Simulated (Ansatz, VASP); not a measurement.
# Two plane-wave programs on TlCl

The input INCAR:

```
SYSTEM = TlCl
PREC = Accurate
ENCUT = 500
EDIFF = 1E-6
ISMEAR = 1
SIGMA = 0.2
LREAL = .FALSE.
LASPH = .TRUE.
NELM = 120
ALGO = Normal
ISIF = 2
LWAVE = .FALSE.
LCHARG = .FALSE.
GGA = PE
NBANDS = 17
GGA_COMPAT = .FALSE.
```

File KPOINTS:

```
regular mesh
0
G
  4 4 4
  0 0 0
```

Contents of POSCAR:

```
TlCl
1.0
    3.7936346873      0.0000000000      0.0000000000
    0.0000000000      3.7936346873      0.0000000000
    0.0000000000      0.0000000000      3.7936346873
Tl Cl
1 1
Direct
    0.0000000000      0.0000000000      0.0000000000
    0.5000000000      0.5000000000      0.5000000000
```

Input for Ansatz:

```yaml
crystal:
  lattice:
    - [3.7936346873, 0.0, 0.0]
    - [0.0, 3.7936346873, 0.0]
    - [0.0, 0.0, 3.7936346873]
  atoms:
    - { symbol: Tl, position: [0.0, 0.0, 0.0] }
    - { symbol: Cl, position: [0.5, 0.5, 0.5] }
kpoints:
  mp_grid: { grid: [4, 4, 4] }
hamiltonian:
  xc: pbe
scf:
  occupations: { method: cold, width: 0.2 }
  n_extra_bands: 4
output:
  forces: true
  stress: true
  eigenvalues: true
```

Alike in both runs: task single point; functional PBE; k mesh 4 × 4 × 4; no spin polarisation.

|  | VASP | Ansatz |
| --- | --- | --- |
| version | VASP 6.6.1 | Ansatz 0.2.0 |
| potentials or method | VASP PAW PBE potentials, release 64 (Tl_d, Cl) | plane waves |
| plane-wave cutoff (eV) | 500 | 420 |
| occupations | methfessel-paxton of order 1, width 0.2 eV | cold, width 0.2 eV |
| valence electrons in the cell | 20 | 20 |

```tsv
	VASP	Ansatz	Ansatz less VASP
gap on the k mesh at the Fermi level (eV)	1.99	1.99	-0.007
pressure (GPa)	2.3	2.4	+0.07
```

Neither program's run includes spin-orbit coupling.
